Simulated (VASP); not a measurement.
# TiO2 (I4_1/amd) in VASP: notebook, part 3 of 3

VASP 6.6.1.

## (5) Single point, PBE (11.90 Å³/atom)

This run uses another cell than the first one, of 11.90 Å³/atom.

File INCAR:

```
SYSTEM = TiO2
ALGO     = Normal         ! electronic algorithm
EDIFF    = 1E-7           ! SCF threshold, eV
ENCUT    = 520            ! plane-wave cutoff, eV
GGA      = PE             ! functional
ISIF     = 2              ! what is computed and relaxed
ISMEAR   = 0              ! smearing method
LASPH    = .True.         ! aspherical terms in the spheres
LCHARG   = .True.         ! write CHGCAR
LELF     = .True.         ! ELF
LREAL    = .False.        ! projectors in reciprocal space
LVHAR    = .True.       
LWAVE    = .False.        ! write WAVECAR
NBANDS   = 33             ! bands
NELM     = 100            ! most SCF steps
PREC     = Accurate       ! precision mode
SIGMA    = 0.05           ! smearing width, eV
```

File KPOINTS:

```
k-points
0
Gamma
  8 8 8
  0 0 0
```

File POSCAR:

```
TiO2
1.0
   -1.9068798241      1.9068798241      4.9085707242
    1.9068798241     -1.9068798241      4.9085707242
    1.9068798241      1.9068798241     -4.9085707242
Ti O
2 4
Direct
    0.0000000000      0.0000000000      0.0000000000
    0.7500000000      0.2500000000      0.5000000000
    0.2050884634      0.2050884634      0.0000000000
    0.9550884634      0.4550884634      0.5000000000
    0.5449115366      0.0449115366      0.5000000000
    0.7949115366      0.7949115366      0.0000000000
```

Potentials or basis: VASP PAW PBE potentials, release 64 (Ti_sv, O).

Started as:

```console
> cat potpaw_PBE.64/Ti_sv/POTCAR potpaw_PBE.64/O/POTCAR > POTCAR
> mpirun -np 1 vasp_std > vasp.out
```

OUTCAR:

```text
SYSTEM = TiO2
   EDIFF = 1E-7
   ENCUT = 520
   GGA = PE
   ISIF = 2
   ISMEAR = 0
   LASPH = .True.
   LREAL = .False.
   NELM = 100
   PREC = Accurate

 ion  position               nearest neighbor table
   1  0.000  0.000  0.000-   4 1.96   5 1.96   5 1.96   4 1.96   3 2.01   6 2.01
   2  0.750  0.250  0.500-   3 1.96   6 1.96   6 1.96   3 1.96   4 2.01   5 2.01
   3  0.205  0.205  0.000-   2 1.96   2 1.96   1 2.01
   4  0.955  0.455  0.500-   1 1.96   1 1.96   2 2.01
   5  0.545  0.045  0.500-   1 1.96   1 1.96   2 2.01
   6  0.795  0.795  0.000-   2 1.96   2 1.96   1 2.01

  LATTYP: Found a body centered tetragonal cell.
 ALAT       =     3.8137596482
 C/A-ratio  =     2.5741374271

  Lattice vectors:

 A1 = (  -1.9068798241,   1.9068798241,   4.9085707242)
 A2 = (   1.9068798241,  -1.9068798241,   4.9085707242)
 A3 = (   1.9068798241,   1.9068798241,  -4.9085707242)

Analysis of symmetry for initial positions (statically):
=====================================================================
 Subroutine PRICEL returns:
 Original cell was already a primitive cell.

 Routine SETGRP: Setting up the symmetry group for a
 body centered tetragonal supercell.

 Subroutine GETGRP returns: Found 16 space group operations
 (whereof  8 operations were pure point group operations)
 out of a pool of 16 trial point group operations.

The static configuration has the point symmetry D_2d.
 The point group associated with its full space group is D_4h.

Analysis of symmetry for dynamics (positions and initial velocities):
=====================================================================
 Subroutine PRICEL returns:
 Original cell was already a primitive cell.

 Routine SETGRP: Setting up the symmetry group for a
 body centered tetragonal supercell.

 Subroutine GETGRP returns: Found 16 space group operations
 (whereof  8 operations were pure point group operations)
 out of a pool of 16 trial point group operations.

The dynamic configuration has the point symmetry D_2d.
 The point group associated with its full space group is D_4h.

 Subroutine INISYM returns: Found 16 space group operations
 (whereof  8 operations are pure point group operations),
 and found     1 'primitive' translations

----------------------------------------------------------------------------------------

                                     Primitive cell

  volume of cell :      71.3940

  direct lattice vectors                    reciprocal lattice vectors
    -1.906879824  1.906879824  4.908570724     0.000000000  0.262208448  0.101862646
     1.906879824 -1.906879824  4.908570724     0.262208448  0.000000000  0.101862646
     1.906879824  1.906879824 -4.908570724     0.262208448  0.262208448  0.000000000

  length of vectors
     5.600575674  5.600575674  5.600575674     0.281299252  0.281299252  0.370818744

  position of ions in fractional coordinates (direct lattice)
     0.000000000  0.000000000  0.000000000
     0.750000000  0.250000000  0.500000000
     0.205088463  0.205088463  0.000000000
     0.955088463  0.455088463  0.500000000
     0.544911537  0.044911537  0.500000000
     0.794911537  0.794911537  0.000000000

  ion indices of the primitive-cell ions
[... 35 lines left out ...]
            Coordinates               Weight
  0.000000  0.000000  0.000000      1.000000
  0.125000  0.000000  0.000000      8.000000
  0.250000  0.000000  0.000000      8.000000
  0.375000  0.000000 -0.000000      8.000000
  0.500000  0.000000  0.000000      4.000000
  0.125000  0.125000  0.000000      8.000000
[... 16 lines left out ...]
  0.250000  0.125000  0.125000     16.000000
  0.375000  0.125000  0.125000      8.000000
 [... further k-points ...]
   k-points           NKPTS =     59   k-points in BZ     NKDIM =     59   number of bands    NBANDS=     33
   number of dos      NEDOS =    301   number of ions     NIONS =      6
   total plane-waves  NPLWV =  74088
   dimension x,y,z NGX =    42 NGY =   42 NGZ =   42
   dimension x,y,z NGXF=    84 NGYF=   84 NGZF=   84
   ions per type =               2   4
   NGX,Y,Z   is equivalent  to a cutoff of  12.47, 12.47, 12.47 a.u.
   NGXF,Y,Z  is equivalent  to a cutoff of  24.93, 24.93, 24.93 a.u.
 SYSTEM =  TiO2
   PREC   = accura    normal or accurate (medium, high low for compatibility)
   ISTART =      0    job   : 0-new  1-cont  2-samecut
   ICHARG =      2    charge: 1-file 2-atom 10-const
   ISPIN  =      1    spin polarized calculation?
   LNONCOLLINEAR =      F non collinear calculations
   LSORBIT =      F    spin-orbit coupling
   LASPH  =      T    aspherical Exc in radial PAW
   ENCUT  =  520.0 eV  38.22 Ry    6.18 a.u.  10.41 10.41 10.41*2*pi/ulx,y,z
   NELM   =    100;   NELMIN=  2; NELMDL= -5     # of ELM steps
   EDIFF  = 0.1E-06   stopping-criterion for ELM
   LREAL  =      F    real-space projection
   EDIFFG = 0.1E-05   stopping-criterion for IOM
   NSW    =      0    number of steps for IOM
   IBRION =     -1    ionic relax: 0-MD 1-quasi-New 2-CG
   NFREE  =      0    steps in history (QN), initial steepest desc. (CG)
   ISIF   =      2    stress and relaxation
   ISYM   =      2    0-nonsym 1-usesym 2-fastsym
   POTIM  = 0.5000    time-step for ionic-motion
   TEBEG  =    0.0;   TEEND  =   0.0 temperature during run
   PSTRESS=    0.0 pullay stress
   NELECT =      48.0000    total number of electrons
   NUPDOWN=      -1.0000    fix difference up-down
   EMIN   =  10.00;   EMAX   =-10.00  energy-range for DOS
   EFERMI =   0.00;   METHOD = LEGACY
   ISMEAR =     0;   SIGMA  =   0.05  broadening in eV -4-tet -1-fermi 0-gaus
   EFERMI_NEDOS =   21; number of points for ismear=-14 and -15
   IALGO  =     38    algorithm
   IMIX   =      4    mixing-type and parameters
     AMIX     =   0.40;   BMIX     =  1.00
     AMIX_MAG =   1.60;   BMIX_MAG =  1.00
  volume/ion in A,a.u.               =      11.90        80.30
  Fermi-wavevector in a.u.,A,eV,Ry     =   1.434172  2.710193 27.985148  2.056850
  Thomas-Fermi vector in A             =   2.553610
   LORBIT       =      0    0 simple, 1 ext, 2 COOP (PROOUT), +10 PAW based schemes
   GGA     = PE    functional components
   LHFCALC =     F    Hartree Fock is set to
   AEXX    =    0.0000 exact exchange contribution
   IVDW    =     0    specifies the selected vdW correction
   LEPSILON=     F    determine dielectric tensor
   LRPA    =     F    only Hartree local field effects (RPA)
 non-spin polarized calculation
 Gauss-broadening in eV      SIGMA  =   0.05
  energy-cutoff  :      520.00
  volume of cell :       71.39
 maximum number of plane-waves:      1935
 NGX is ok and might be reduce to    42
   NGX = 21   NGY = 21   NGZ = 21

 number of electron      47.9999991 magnetization

 Free energy of the ion-electron system (eV)
  ---------------------------------------------------
  ext. energy  EPLUGINS =         0.00000000
  ---------------------------------------------------
  free energy    TOTEN  =       -53.85688581 eV

  energy without entropy =      -53.85688581  energy(sigma->0) =      -53.85688581

 E-fermi :   3.2250     XC(G=0): -10.4864

 val. band max:        2.9322721365   @ k =  -0.3750   0.3750   0.0000
 cond. band min:       5.0662694881   @ k =   0.0000   0.0000   0.0000
 fundamental gap:      2.1339973517
 Fermi energy:         3.2250347346

 k-point     1 :       0.0000    0.0000    0.0000
  band No.  band energies     occupation
      1     -53.5459      2.00000
      2     -53.5004      2.00000
      3     -29.9511      2.00000
      4     -29.7458      2.00000
      5     -29.7458      2.00000
      6     -29.6903      2.00000
[... 853 lines left out ...]
     32       9.2298      0.00000
     33       9.7616      0.00000

 [... further k-points ...]

------------------------ aborting loop because EDIFF is reached ----------------------------------------

  FORCE on cell =-STRESS in cart. coord.  units (eV):
  Direction    XX          YY          ZZ          XY          YZ          ZX
  --------------------------------------------------------------------------------------
  -------------------------------------------------------------------------------------
  Total       -1.2372751     -1.2372751     -1.1682030      0.0000000     -0.0000000      0.0000000
  in kB      -27.7661179    -27.7661179    -26.2160475      0.0000000     -0.0000000      0.0000000
  external PRESSURE =     -27.2494278 kB  Pullay stress =       0.0000000 kB

 VOLUME and BASIS-vectors are now :
 -----------------------------------------------------------------------------
  energy-cutoff  :      520.00
  volume of cell :       71.39
      direct lattice vectors                 reciprocal lattice vectors
    -1.906879824  1.906879824  4.908570724     0.000000000  0.262208448  0.101862646
     1.906879824 -1.906879824  4.908570724     0.262208448  0.000000000  0.101862646
     1.906879824  1.906879824 -4.908570724     0.262208448  0.262208448  0.000000000

 POSITION                                       TOTAL-FORCE (eV/Angst)
 -----------------------------------------------------------------------------------
      0.00000      0.00000      0.00000         0.000000      0.000000      0.000000
     -0.00000      1.90688      2.45429         0.000000      0.000000      0.000000
      0.00000      0.00000      2.01338         0.000000     -0.000000      0.018246
      0.00000      1.90688      4.46767        -0.000000      0.000000      0.018246
     -0.00000      1.90688      0.44090        -0.000000      0.000000     -0.018246
      0.00000      0.00000      7.80376         0.000000     -0.000000     -0.018246
 -----------------------------------------------------------------------------------
    total drift:                               -0.000000      0.000000     -0.000000

  FREE ENERGIE OF THE ION-ELECTRON SYSTEM (eV)
  ---------------------------------------------------
  free  energy   TOTEN  =       -53.8568858118 eV

  energy  without entropy=      -53.8568858118  energy(sigma->0) =      -53.85688581
```

Wall time 5.8 min (1 thread of Intel Xeon Platinum 8488C (Sapphire Rapids), shared host); peak memory 0.31 GiB.

Results:

| Property | Result |
| --- | --- |
| Free energy | -53.8569 eV |
| Pressure | -2.7 GPa |
| Largest force | 0.018 eV/Å |
| Band gap on the k mesh | 2.13 eV (least direct gap 2.38 eV) |

Forces on the atoms (eV/Å):
```
Ti   0.000  0.000  0.000
Ti   0.000  0.000  0.000
O    0.000  0.000  0.018
O    0.000  0.000  0.018
O    0.000  0.000 -0.018
O    0.000  0.000 -0.018
```

Levels at points of the mesh, in eV from the valence-band top:
| k point | band 22 | band 23 | band 24 | band 25 | band 26 | band 27 |
| --- | --- | --- | --- | --- | --- | --- |
| (0.00, 0.00, 0.00) | -0.76 | -0.35 | -0.35 | 2.13 | 2.76 | 3.98 |
| (0.50, 0.00, 0.00) | -0.81 | -0.79 | -0.61 | 3.17 | 3.42 | 3.45 |
| (0.50, 0.50, 0.00) | -1.87 | -0.03 | -0.03 | 3.15 | 3.15 | 3.62 |
| (0.50, 0.50, 0.50) | -1.18 | -0.05 | -0.05 | 2.44 | 2.44 | 3.67 |

A k mesh can miss the band edges. Expect the measured gap to be larger: semilocal functionals such as PBE lack the derivative discontinuity.

## (6) Single point, PBE (12.13 Å³/atom)

This run uses another cell than the first one, of 12.13 Å³/atom.

File INCAR:

```
PREC     = Accurate       # precision mode
ENCUT    = 520            # plane-wave cutoff, eV
EDIFF    = 1E-7           # SCF threshold, eV
ISMEAR   = 0              # smearing method
SIGMA    = 0.05           # smearing width, eV
LREAL    = F              # projectors in reciprocal space
LASPH    = T              # aspherical terms in the spheres
NELM     = 100            # most SCF steps
ALGO     = Normal         # electronic algorithm
ISIF     = 2              # what is computed and relaxed
LWAVE    = F              # write WAVECAR
LCHARG   = F              # write CHGCAR
GGA      = PE             # functional
NBANDS   = 33             # bands
```

File KPOINTS:

```
Automatic mesh
0
Gamma
  8 8 8
```

File POSCAR:

```
TiO2
1.0
   -1.9146203277      1.9146203277      4.9644316606
    1.9146203277     -1.9146203277      4.9644316606
    1.9146203277      1.9146203277     -4.9644316606
Ti O
2 4
Direct
    0.0000000000      0.0000000000      0.0000000000
    0.7500000000      0.2500000000      0.5000000000
    0.2038482708      0.2038482708      0.0000000000
    0.9538482708      0.4538482708      0.5000000000
    0.5461517292      0.0461517292      0.5000000000
    0.7961517292      0.7961517292      0.0000000000
```

Potentials or basis: VASP PAW PBE potentials, release 64 (Ti_sv, O).

Started as:

```console
> cat potpaw_PBE.64/Ti_sv/POTCAR potpaw_PBE.64/O/POTCAR > POTCAR
> mpirun -np 1 vasp_std > vasp.out
```

Run time: 6.3 min. Hardware: 1 thread of Intel Xeon Platinum 8488C (Sapphire Rapids), shared host; peak memory 0.31 GiB.

Results (log left out):

* Free energy: -53.8208 eV
* Pressure: -5.8 GPa
* Largest force: 0.017 eV/Å
* Band gap on the k mesh: 2.13 eV (least direct gap 2.35 eV)

Forces in eV/Å, atoms in the order of the input:
```
Ti   0.000  0.000  0.000
Ti   0.000  0.000  0.000
O    0.000  0.000  0.017
O    0.000  0.000  0.017
O    0.000  0.000 -0.017
O    0.000  0.000 -0.017
```

Stress tensor (GPa, compression positive):
```
-5.88  0.00  0.00
 0.00 -5.88  0.00
 0.00  0.00 -5.71
```

Levels at points of the mesh, in eV from the valence-band top:
```csv
k point,band 21,band 22,band 23,band 24,band 25,band 26,band 27,band 28
"(0.00, 0.00, 0.00)",-0.78,-0.76,-0.31,-0.31,2.13,2.71,3.95,3.95
"(0.50, 0.00, 0.00)",-1.73,-0.80,-0.74,-0.60,3.13,3.35,3.36,3.46
"(0.50, 0.50, 0.00)",-1.80,-1.80,-0.05,-0.05,3.07,3.07,3.53,3.53
"(0.50, 0.50, 0.50)",-1.15,-1.15,-0.03,-0.03,2.41,2.41,3.62,3.62
```

Caveat: the cell stands under tension.

## (7) The runs side by side

| cell | gap on the mesh (eV) | pressure (GPa) | largest force (eV/Å) |
| --- | --- | --- | --- |
| a = 5.418 Å, angles 139.2, 139.2, 59.0°, 6 atoms, atomic positions A | 2.10 | 8.2 | 0.02 |
| a = 5.484 Å, angles 139.6, 139.6, 58.4°, 6 atoms, atomic positions B | 2.13 | 4.3 | 0.02 |
| a = 5.544 Å, angles 139.9, 139.9, 58.0°, 6 atoms, atomic positions C | 2.14 | 0.7 | 0.02 |
| a = 5.601 Å, angles 140.2, 140.2, 57.6°, 6 atoms, atomic positions D | 2.13 | -2.7 | 0.02 |
| a = 5.655 Å, angles 140.4, 140.4, 57.2°, 6 atoms, atomic positions E | 2.13 | -5.8 | 0.02 |

Alike in all rows: task single point; level PBE; potentials or basis VASP PAW PBE potentials, release 64 (Ti_sv, O); no spin polarisation; k mesh 8 × 8 × 8; cutoff (eV) 520; smearing gaussian 0.05 eV.

Caveats: the cell stands under pressure (at least some runs); the cell stands under tension (at least some runs).

Total energies depend on the potentials used, so only differences within one code and one set of settings carry meaning.
